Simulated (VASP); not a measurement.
Write the native input for VASP 6.6.1 that does the following.

| Quantity | Value |
| --- | --- |
| Task | single point |
| Functional | r2SCAN |
| Potentials or basis | VASP PAW PBE potentials, release 64 (Sn_d, Se) |
| Cutoff | 520 eV |
| k mesh | 10 × 10 × 6 |
| Occupations | gaussian, width 0.05 eV |
| Spin | no spin polarisation |
| Dipole correction | no |
| Further INCAR settings | ALGO = Normal; EDIFF = 1e-06; NBANDS = 20 |

The system is SnSe2.

```xyz
3
Lattice="3.8339 0.0000 0.0000 -1.9169 3.3203 0.0000 0.0000 0.0000 6.3985" Properties=species:S:1:pos:R:3 pbc="T T T"
Sn    0.0000    0.0000    0.0000
Se    0.0000    2.2135    1.5743
Se    1.9169    1.1068    4.8242
```

This cell differs from its parent crystal: volume scaled by 0.980.

One way to write it, as run:

POSCAR

```
SnSe2
1.0
    3.8338966070      0.0000000000      0.0000000000
   -1.9169483035      3.3202518571      0.0000000000
    0.0000000000      0.0000000000      6.3984528182
Sn Se
1 2
Direct
    0.0000000000      0.0000000000      0.0000000000
    0.3333333333      0.6666666667      0.2460417411
    0.6666666667      0.3333333333      0.7539582589
```

INCAR.step1

```
SYSTEM = SnSe2
PREC = Accurate ; ENCUT = 520
ISMEAR = 0 ; SIGMA = 0.05
LREAL = .FALSE. ; LASPH = .TRUE.
NELM = 60 ; NBANDS = 20
GGA = PE ; ALGO = Normal
EDIFF = 1E-4 ; LWAVE = .TRUE.
LCHARG = .FALSE.
```

INCAR.step2

```
SYSTEM = SnSe2
PREC = Accurate ; ENCUT = 520
EDIFF = 1E-6 ; ISMEAR = 0
SIGMA = 0.05 ; LREAL = .FALSE.
LASPH = .TRUE. ; NELM = 60
ALGO = Normal ; ISIF = 2
LWAVE = .FALSE. ; LCHARG = .FALSE.
METAGGA = R2SCAN ; LMIXTAU = .TRUE.
NBANDS = 20 ; ISTART = 1
```

KPOINTS

```
Automatic mesh
0
G
  10 10 6
  0 0 0
```

Potentials or basis: VASP PAW PBE potentials, release 64 (Sn_d, Se).

Command:

```sh
$ cat potpaw_PBE.64/Sn_d/POTCAR potpaw_PBE.64/Se/POTCAR > POTCAR
$ cp INCAR.step1 INCAR
$ mpirun -np 1 vasp_std > vasp.out
$ cp INCAR.step2 INCAR
$ mpirun -np 1 vasp_std > vasp.out
```

Results of the run:

* Pressure: 0.4 GPa
* Largest force: 0.011 eV/Å
* Band gap on the k mesh: 1.03 eV, indirect (least direct gap 1.49 eV)

Caveat: the PAW data sets were made with another functional, which shifts forces and pressure a little; spin-orbit coupling is left out, which moves the levels of the heavy elements.

Run time: 3 min on 1 thread of Intel(R) Xeon(R) 6975P-C (Granite Rapids), with other jobs on the host, peak memory 0.27 GiB.
